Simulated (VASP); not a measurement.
# Al (Immm) in VASP: settings compared

The runs below take Al through single point, with PBE, PBEsol.

Program: VASP 6.6.1. These are calculated values, not measurements. Logs are shortened: lines on timing, memory, paths and dates and some standing lists are left out, and cuts for length are marked.

## (1) The cell of the first run

The typed cell holds 1 atom: a = 2.857 Å, b = 2.857 Å, c = 2.857 Å, α = 119.98°, β = 120.01°, γ = 90.01°.

## (2) Single point, PBE

POSCAR

```
Al
1.0
   -1.4288920766      1.4282300293      2.0200490114
    1.4288920766     -1.4282300293      2.0200490114
    1.4288920766      1.4282300293     -2.0200490114
Al
1
Direct
    0.0000000000      0.5000000000      0.5000000000
```

INCAR.step1

```
SYSTEM = Al
PREC = Accurate ; ENCUT = 520
EDIFF = 1E-6 ; ISMEAR = 0
SIGMA = 0.1 ; LREAL = .FALSE.
LASPH = .TRUE. ; NELM = 100
ALGO = Fast ; ISIF = 2
LWAVE = .FALSE. ; LCHARG = .TRUE.
GGA = PE ; NBANDS = 8
```

KPOINTS.step1

```
Automatic mesh
0
G
  28 28 28
  0 0 0
```

INCAR.step2

```
SYSTEM = Al
PREC = Accurate ; ENCUT = 520
EDIFF = 1E-6 ; ISMEAR = -5
SIGMA = 0.1 ; LREAL = .FALSE.
LASPH = .TRUE. ; NELM = 100
ALGO = Fast ; ISIF = 2
LWAVE = .FALSE. ; LCHARG = .FALSE.
GGA = PE ; LORBIT = 11
NBANDS = 8 ; NEDOS = 1001
ICHARG = 11
```

KPOINTS.step2

```
Automatic mesh
0
G
  42 42 42
  0 0 0
```

Potentials or basis: VASP PAW PBE potentials, release 64 (Al).

Launch:

```
$ cat potpaw_PBE.64/Al/POTCAR > POTCAR
$ cp INCAR.step1 INCAR
$ cp KPOINTS.step1 KPOINTS
$ mpirun -np 1 vasp_std > vasp.out
$ cp INCAR.step2 INCAR
$ cp KPOINTS.step2 KPOINTS
$ mpirun -np 1 vasp_std > vasp.out
```

OUTCAR:

```text
SYSTEM = Al
   PREC = Accurate
   ENCUT = 520
   EDIFF = 1E-6
   ISMEAR = -5
   LREAL = .FALSE.
   LASPH = .TRUE.
   NELM = 100
   ISIF = 2
   GGA = PE
   LORBIT = 11
   ICHARG = 11

 ion  position               nearest neighbor table
   1  0.000  0.500  0.500-

  LATTYP: Found a body centered orthorhombic cell.
 ALAT       =     2.8564600586
 B/A-ratio  =     1.0004635439
 C/A-ratio  =     1.4143723140

  Lattice vectors:

 A1 = (   1.4288920766,   1.4282300293,   2.0200490114)
 A2 = (  -1.4288920766,  -1.4282300293,   2.0200490114)
 A3 = (   1.4288920766,  -1.4282300293,  -2.0200490114)

Analysis of symmetry for initial positions (statically):
=====================================================================
 Subroutine PRICEL returns:
 Original cell was already a primitive cell.

 Routine SETGRP: Setting up the symmetry group for a
 body centered orthorhombic supercell.

 Subroutine GETGRP returns: Found  8 space group operations
 (whereof  8 operations were pure point group operations)
 out of a pool of  8 trial point group operations.

The static configuration has the point symmetry D_2h.

Analysis of symmetry for dynamics (positions and initial velocities):
=====================================================================
 Subroutine PRICEL returns:
 Original cell was already a primitive cell.

 Routine SETGRP: Setting up the symmetry group for a
 body centered orthorhombic supercell.

 Subroutine GETGRP returns: Found  8 space group operations
 (whereof  8 operations were pure point group operations)
 out of a pool of  8 trial point group operations.

The dynamic configuration has the point symmetry D_2h.

 Subroutine INISYM returns: Found  8 space group operations
 (whereof  8 operations are pure point group operations),
 and found     1 'primitive' translations

----------------------------------------------------------------------------------------

                                     Primitive cell

  volume of cell :      16.4900

  direct lattice vectors                    reciprocal lattice vectors
    -1.428892077  1.428230029  2.020049011     0.000000000  0.350083663  0.247518747
     1.428892077 -1.428230029  2.020049011     0.349921459  0.000000000  0.247518747
     1.428892077  1.428230029 -2.020049011     0.349921459  0.350083663  0.000000000

  length of vectors
     2.856951451  2.856951451  2.856951451     0.428747129  0.428614696  0.494978382

  position of ions in fractional coordinates (direct lattice)
     0.000000000  0.500000000  0.500000000

  ion indices of the primitive-cell ions
   primitive index   ion index
                 1           1

----------------------------------------------------------------------------------------

 KPOINTS: Automatic mesh

Automatic generation of k-mesh.
 Grid dimensions read from file:
 generate k-points for:   42   42   42

 Generating k-lattice:

  Cartesian coordinates                     Fractional coordinates (reciprocal lattice)
     0.000000000  0.008335325  0.005893303     0.023809524  0.000000000 -0.000000000
     0.008331463  0.000000000  0.005893303     0.000000000  0.023809524 -0.000000000
     0.008331463  0.008335325  0.000000000     0.000000000  0.000000000  0.023809524

  Length of vectors
     0.010208265  0.010205112  0.011785200

  Shift w.r.t. Gamma in fractional coordinates (k-lattice)
     0.000000000  0.000000000  0.000000000

 TETIRR: Found 185928 inequivalent tetrahedra from   444528

 Subroutine IBZKPT returns following result:
 ===========================================

 Found   9955 irreducible k-points:

 Following reciprocal coordinates:
            Coordinates               Weight
  0.000000  0.000000  0.000000      1.000000
  0.023810  0.000000 -0.000000      4.000000
  0.047619  0.000000 -0.000000      4.000000
  0.071429  0.000000 -0.000000      4.000000
  0.095238  0.000000  0.000000      4.000000
  0.119048  0.000000 -0.000000      4.000000
[... 16 lines left out ...]
  0.000000  0.023810 -0.000000      4.000000
  0.023810  0.023810 -0.000000      8.000000
 [... further k-points ...]
   k-points           NKPTS =   9955   k-points in BZ     NKDIM =   9955   number of bands    NBANDS=      8
   number of dos      NEDOS =   1001   number of ions     NIONS =      1
   total plane-waves  NPLWV =  13824
   dimension x,y,z NGX =    24 NGY =   24 NGZ =   24
   dimension x,y,z NGXF=    48 NGYF=   48 NGZF=   48
   ions per type =               1
   NGX,Y,Z   is equivalent  to a cutoff of  13.97, 13.97, 13.97 a.u.
   NGXF,Y,Z  is equivalent  to a cutoff of  27.93, 27.93, 27.93 a.u.
 SYSTEM =  Al
   PREC   = accura    normal or accurate (medium, high low for compatibility)
   ISTART =      0    job   : 0-new  1-cont  2-samecut
   ICHARG =     11    charge: 1-file 2-atom 10-const
   ISPIN  =      1    spin polarized calculation?
   LNONCOLLINEAR =      F non collinear calculations
   LSORBIT =      F    spin-orbit coupling
   LASPH  =      T    aspherical Exc in radial PAW
   ENCUT  =  520.0 eV  38.22 Ry    6.18 a.u.   5.31  5.31  5.31*2*pi/ulx,y,z
   NELM   =    100;   NELMIN=  2; NELMDL=  0     # of ELM steps
   EDIFF  = 0.1E-05   stopping-criterion for ELM
   LREAL  =      F    real-space projection
   EDIFFG = 0.1E-04   stopping-criterion for IOM
   NSW    =      0    number of steps for IOM
   IBRION =     -1    ionic relax: 0-MD 1-quasi-New 2-CG
   NFREE  =      0    steps in history (QN), initial steepest desc. (CG)
   ISIF   =      2    stress and relaxation
   ISYM   =      2    0-nonsym 1-usesym 2-fastsym
   POTIM  = 0.5000    time-step for ionic-motion
   TEBEG  =    0.0;   TEEND  =   0.0 temperature during run
   PSTRESS=    0.0 pullay stress
   NELECT =       3.0000    total number of electrons
   NUPDOWN=      -1.0000    fix difference up-down
   EMIN   =  10.00;   EMAX   =-10.00  energy-range for DOS
   EFERMI =   0.00;   METHOD = LEGACY
   ISMEAR =    -5;   SIGMA  =   0.10  broadening in eV -4-tet -1-fermi 0-gaus
   EFERMI_NEDOS =   21; number of points for ismear=-14 and -15
   IALGO  =     68    algorithm
   IMIX   =      4    mixing-type and parameters
     AMIX     =   0.40;   BMIX     =  1.00
     AMIX_MAG =   1.60;   BMIX_MAG =  1.00
  volume/ion in A,a.u.               =      16.49       111.28
  Fermi-wavevector in a.u.,A,eV,Ry     =   0.927631  1.752969 11.707812  0.860500
  Thomas-Fermi vector in A             =   2.053722
   LORBIT       =     11    0 simple, 1 ext, 2 COOP (PROOUT), +10 PAW based schemes
   GGA     = PE    functional components
   LHFCALC =     F    Hartree Fock is set to
   AEXX    =    0.0000 exact exchange contribution
   IVDW    =     0    specifies the selected vdW correction
   LEPSILON=     F    determine dielectric tensor
   LRPA    =     F    only Hartree local field effects (RPA)
 non-spin polarized calculation
 RMM-DIIS sequential band-by-band and
 Fermi weights with tetrahedron method with Bloechl corrections
  energy-cutoff  :      520.00
  volume of cell :       16.49
 maximum number of plane-waves:       459
 NGX is ok and might be reduce to    24

 number of electron       3.0000000 magnetization

 Free energy of the ion-electron system (eV)
  ---------------------------------------------------
  ext. energy  EPLUGINS =         0.00000000
  ---------------------------------------------------
  free energy    TOTEN  =        -3.74603612 eV

  energy without entropy =       -3.74603612  energy(sigma->0) =       -3.74603612

 E-fermi :   8.0229     XC(G=0): -10.1989

 val. band max:        8.0973676910   @ k =   0.4762  -0.3810   0.3333
 cond. band min:       7.9601121225   @ k =  -0.4048   0.4524   0.3333
 fundamental gap:     -0.1372555684
 Fermi energy:         8.0229102058

 k-point     1 :       0.0000    0.0000    0.0000
  band No.  band energies     occupation
      1      -3.1322      2.00000
      2      20.6212      0.00000
      3      20.6298      0.00000
      4      20.6358      0.00000
      5      22.1175      0.00000
      6      22.1251      0.00000
      7      22.1335      0.00000
      8      24.4766      0.00000

 k-point     2 :       0.0238    0.0000   -0.0000
  band No.  band energies     occupation
      1      -3.1168      2.00000
      2      20.2281      0.00000
      3      20.5508      0.00000
      4      20.5614      0.00000
      5      22.2122      0.00000
      6      22.2226      0.00000
      7      22.3596      0.00000
      8      24.6424      0.00000

 k-point     3 :       0.0476    0.0000   -0.0000
  band No.  band energies     occupation
      1      -3.0705      2.00000
      2      19.4177      0.00000
      3      20.3785      0.00000
      4      20.3890      0.00000
      5      22.4567      0.00000
      6      22.4671      0.00000
      7      22.6423      0.00000
      8      25.1368      0.00000

 k-point     4 :       0.0714    0.0000   -0.0000
  band No.  band energies     occupation
      1      -2.9934      2.00000
      2      18.4957      0.00000
      3      20.1641      0.00000
      4      20.1745      0.00000
      5      22.7672      0.00000
      6      22.7890      0.00000
      7      22.8003      0.00000
      8      25.8797      0.00000

 k-point     5 :       0.0952    0.0000    0.0000
  band No.  band energies     occupation
      1      -2.8856      2.00000
      2      17.5382      0.00000
      3      19.9420      0.00000
      4      19.9523      0.00000
      5      22.7837      0.00000
      6      23.1692      0.00000
      7      23.1799      0.00000
      8      26.2317      0.00000

 k-point     6 :       0.1190    0.0000   -0.0000
  band No.  band energies     occupation
      1      -2.7471      2.00000
      2      16.5717      0.00000
      3      19.7282      0.00000
      4      19.7384      0.00000
      5      22.7431      0.00000
      6      23.5654      0.00000
      7      23.5761      0.00000
      8      25.7823      0.00000

 k-point     7 :       0.1429    0.0000    0.0000
  band No.  band energies     occupation
      1      -2.5779      2.00000
      2      15.6085      0.00000
      3      19.5304      0.00000
      4      19.5405      0.00000
      5      22.6756      0.00000
      6      23.9163      0.00000
      7      23.9268      0.00000
      8      25.4005      0.00000
[... 133 lines left out ...]
 k-point    20 :       0.4524    0.0000   -0.0000
  band No.  band energies     occupation
      1       2.3304      2.00000
      2       4.8190      2.00000
      3      19.1180      0.00000
      4      19.1268      0.00000
      5      19.8633      0.00000
      6      19.8719      0.00000
      7      22.8239      0.00000
      8      23.7084      0.00000

 k-point    21 :       0.4762    0.0000    0.0000
  band No.  band energies     occupation
      1       2.9047      2.00000
      2       4.1634      2.00000
      3      19.2643      0.00000
      4      19.2729      0.00000
      5      19.6392      0.00000
      6      19.6480      0.00000
      7      22.9951      0.00000
      8      23.4582      0.00000

 k-point    22 :       0.5000    0.0000   -0.0000
  band No.  band energies     occupation
      1       3.4123      2.00000
      2       3.6287      2.00000
      3      19.4154      0.00000
      4      19.4222      0.00000
      5      19.4622      0.00000
      6      19.4728      0.00000
      7      23.1348      0.00000
      8      23.2921      0.00000

 k-point    23 :       0.0000    0.0238   -0.0000
  band No.  band energies     occupation
      1      -3.1168      2.00000
      2      20.2174      0.00000
      3      20.5567      0.00000
      4      20.5655      0.00000
      5      22.2171      0.00000
      6      22.2281      0.00000
      7      22.3516      0.00000
      8      24.6408      0.00000

 k-point    24 :       0.0238    0.0238   -0.0000
  band No.  band energies     occupation
      1      -3.0911      2.00000
      2      19.8704      0.00000
      3      20.1096      0.00000
      4      20.6692      0.00000
      5      22.1519      0.00000
      6      22.5535      0.00000
      7      22.5757      0.00000
      8      24.9093      0.00000

 [... further k-points ...]

------------------------ aborting loop because EDIFF is reached ----------------------------------------

  FORCE on cell =-STRESS in cart. coord.  units (eV):
  Direction    XX          YY          ZZ          XY          YZ          ZX
  --------------------------------------------------------------------------------------
  -------------------------------------------------------------------------------------
  Total       -0.0131573     -0.0102368     -0.0129247     -0.0000000      0.0000000      0.0000000
  in kB       -1.2783736     -0.9946131     -1.2557773     -0.0000000      0.0000000      0.0000000
  external PRESSURE =      -1.1762547 kB  Pullay stress =       0.0000000 kB

 VOLUME and BASIS-vectors are now :
 -----------------------------------------------------------------------------
  energy-cutoff  :      520.00
  volume of cell :       16.49
      direct lattice vectors                 reciprocal lattice vectors
    -1.428892077  1.428230029  2.020049011     0.000000000  0.350083663  0.247518747
     1.428892077 -1.428230029  2.020049011     0.349921459  0.000000000  0.247518747
     1.428892077  1.428230029 -2.020049011     0.349921459  0.350083663  0.000000000

 POSITION                                       TOTAL-FORCE (eV/Angst)
 -----------------------------------------------------------------------------------
      1.42889      0.00000      0.00000         0.000000     -0.000000     -0.000000
 -----------------------------------------------------------------------------------
    total drift:                               -0.000000      0.000000      0.000000

  FREE ENERGIE OF THE ION-ELECTRON SYSTEM (eV)
  ---------------------------------------------------
  free  energy   TOTEN  =        -3.7460361201 eV

  energy  without entropy=       -3.7460361201  energy(sigma->0) =       -3.74603612

 total charge

# of ion       s       p       d       tot
------------------------------------------
    1        0.428   0.339   0.000   0.767
```

Wall time 25 min (1 thread of Oxide Virtual Turin-like, shared host); peak memory 1.4 GiB.

What came out:

| Property | Result |
| --- | --- |
| Valence electrons inside the program's atomic spheres | Al 0.77 |

Levels at points of the mesh, in eV from the Fermi level:
```
           k point  band 1  band 2  band 3  band 4  band 5
(0.00, 0.00, 0.00)  -11.16   12.60   12.61   12.61   14.09
(0.50, 0.00, 0.00)   -4.61   -4.39   11.39   11.40   11.44
(0.00, 0.50, 0.00)   -4.61   -4.40   11.40   11.40   11.45
(0.50, 0.50, 0.00)   -2.94   -1.62    5.24    5.58    5.58
(0.50, 0.50, 0.50)   -2.94   -1.62    5.24    5.57    5.59
```

(Continued in part 2 of 2.)
